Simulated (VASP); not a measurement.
**PbF2: single point with PBE**

The system is PbF2.

```xyz
3
Lattice="0.0000 2.9699 2.9699 2.9699 0.0000 2.9699 2.9699 2.9699 0.0000" Properties=species:S:1:pos:R:3 pbc="T T T"
Pb    0.0000    0.0000    0.0000
F     1.4849    1.4849    1.4224
F     4.4548    4.4548    4.3923
```

This cell differs from its parent crystal: all F atoms moved +0.062 Å, as atom 2 towards its neighbour atom 3 (F) at 2.970 Å.

* Program: VASP 6.6.1
* Task: single point
* Functional: PBE
* Potentials or basis: VASP PAW PBE potentials, release 64 (Pb_d, F)
* Cutoff: 520 eV
* k mesh: 8 × 8 × 8
* Occupations: gaussian, width 0.05 eV
* Spin: no spin polarisation

- Pressure: 2.1 GPa
- Largest force: 0.098 eV/Å
- Band gap on the k mesh: 4.41 eV, indirect (least direct gap 4.57 eV)

Forces on the atoms (eV/Å):
```
Pb   0.000  0.000 -0.098
F    0.000  0.000  0.049
F    0.000  0.000  0.049
```

Levels at points of the mesh, in eV from the valence-band top:
```
           k point  band 10  band 11  band 12  band 13  band 14  band 15  band 16  band 17  band 18  band 19
(0.00, 0.00, 0.00)    -2.45    -2.44    -1.94    -1.94    -1.94     6.76     6.78     6.78    10.62    15.12
(0.50, 0.00, 0.00)    -2.65    -2.64    -2.11    -2.11    -0.03     5.03     7.65     7.66    13.20    13.73
(0.50, 0.50, 0.00)    -3.51    -1.53    -1.53    -1.52    -0.16     4.41     7.88     7.88     8.97    14.17
(0.00, 0.50, 0.50)    -3.50    -1.57    -1.53    -1.49    -0.15     4.42     7.86     7.88     8.99    14.16
```

Run time: 19 s on 1 thread of Intel(R) Xeon(R) 6975P-C (Granite Rapids) (shared host), peak memory 0.2 GiB.

Caveat: the cell differs from its parent crystal (all F atoms moved +0.062 Å, as atom 2 towards its neighbour atom 3 (F) at 2.970 Å); spin-orbit coupling is left out, which moves the levels of the heavy elements. A k mesh can miss the band edges.
